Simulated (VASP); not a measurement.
## Au: relaxation of the atoms with PBEsol

System: Au, a slab with vacuum.

```
Au
1.0
     2.88759    0.00000    0.00000
    -1.44380    2.50073    0.00000
     0.00000    0.00000   18.35770
Au
2
Direct
  0.83333 0.16667 0.43432
  0.16667 0.83333 0.56568
```

```json
{
  "Program": "VASP 6.6.1",
  "Task": "relaxation of the atoms",
  "Functional": "PBEsol",
  "Potentials or basis": "VASP PAW PBE potentials, release 64 (Au)",
  "Cutoff": "450 eV",
  "k mesh": "14 × 14 × 1",
  "Occupations": "fermi-dirac, width 0.05 eV",
  "Spin": "no spin polarisation",
  "Dipole correction": "yes",
  "Further INCAR settings": "ALGO = Normal; EDIFF = 1e-07; NELMDL = -8; IBRION = 2; EDIFFG = -0.01; NSW = 32"
}
```

| Item | Value |
| --- | --- |
| Largest force after relaxing | 0.004 eV/Å |
| Band gap on the k mesh | zero (bands 11 and 12 overlap by 5.03 eV) |

Forces in eV/Å, atoms in the order of the input:
```
Au   0.000  0.000  0.004
Au   0.000  0.000 -0.004
```

Final structure:
```cif
data_structure
_symmetry_space_group_name_H-M 'P 1'
_symmetry_Int_Tables_number 1
_cell_length_a 2.8876
_cell_length_b 2.8876
_cell_length_c 18.3577
_cell_angle_alpha 90.000
_cell_angle_beta 90.000
_cell_angle_gamma 120.000
_cell_volume 132.56
loop_
_atom_site_label
_atom_site_type_symbol
_atom_site_fract_x
_atom_site_fract_y
_atom_site_fract_z
_atom_site_occupancy
Au1 Au 0.83333 0.16667 0.43432 1
Au2 Au 0.16667 0.83333 0.56568 1
```

Levels at points of the mesh, in eV from the Fermi level:
| k point | band 9 | band 10 | band 11 | band 12 | band 13 | band 14 |
| --- | --- | --- | --- | --- | --- | --- |
| (0.00, 0.00, 0.00) | -2.44 | -2.09 | -1.79 | -1.79 | 0.80 | 5.16 |
| (0.50, 0.00, 0.00) | -1.32 | -1.23 | 0.91 | 1.79 | 4.16 | 4.32 |

It took 88 s on 1 thread of Intel Xeon 8259CL (shared host), peak memory 0.23 GiB.

Caveat: the relaxation stopped at its first step, so nothing moved; the PAW data sets were made with another functional, which shifts forces and pressure a little; spin-orbit coupling is left out, which moves the levels of the heavy elements.
